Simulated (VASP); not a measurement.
Ge: single point with PBE+D3(BJ)

The system is Ge, a slab with vacuum.

```
Ge
1.0
     4.02269    0.00000    0.00000
    -2.01134    3.48375    0.00000
     0.00000    0.00000   18.86852
Ge
4
Direct
  0.33333 0.66667 0.27476
  0.66667 0.33333 0.23849
  0.11111 0.88889 0.59191
  0.77778 0.22222 0.55565
```

- Program: VASP 6.6.1
- Task: single point
- Functional: PBE
- Dispersion: D3(BJ)
- Potentials or basis: VASP PAW PBE potentials, release 64 (Ge_d)
- Cutoff: 520 eV
- k mesh: 9 × 9 × 1
- Occupations: gaussian, width 0.1 eV
- Spin: no spin polarisation

| Quantity | Value |
| --- | --- |
| Largest force | 0.044 eV/Å |
| Band gap on the k mesh | 0.03 eV, direct |
| Dispersion energy per atom | -0.172 eV |

Forces in eV/Å, atoms in the order of the input:
```
Ge   0.000  0.000  0.044
Ge   0.000  0.000  0.011
Ge   0.000  0.000 -0.011
Ge   0.000  0.000 -0.044
```

Levels at points of the mesh, in eV from the valence-band top:
| k point | band 24 | band 25 | band 26 | band 27 | band 28 | band 29 | band 30 | band 31 | band 32 | band 33 |
| --- | --- | --- | --- | --- | --- | --- | --- | --- | --- | --- |
| (0.00, 0.00, 0.00) | -3.45 | -0.43 | -0.43 | -0.43 | -0.43 | 0.57 | 0.63 | 2.04 | 2.79 | 3.92 |

Wall time 3.1 min on 1 thread of Intel(R) Xeon(R) 6975P-C (Granite Rapids), with other jobs on the host, peak memory 0.44 GiB.
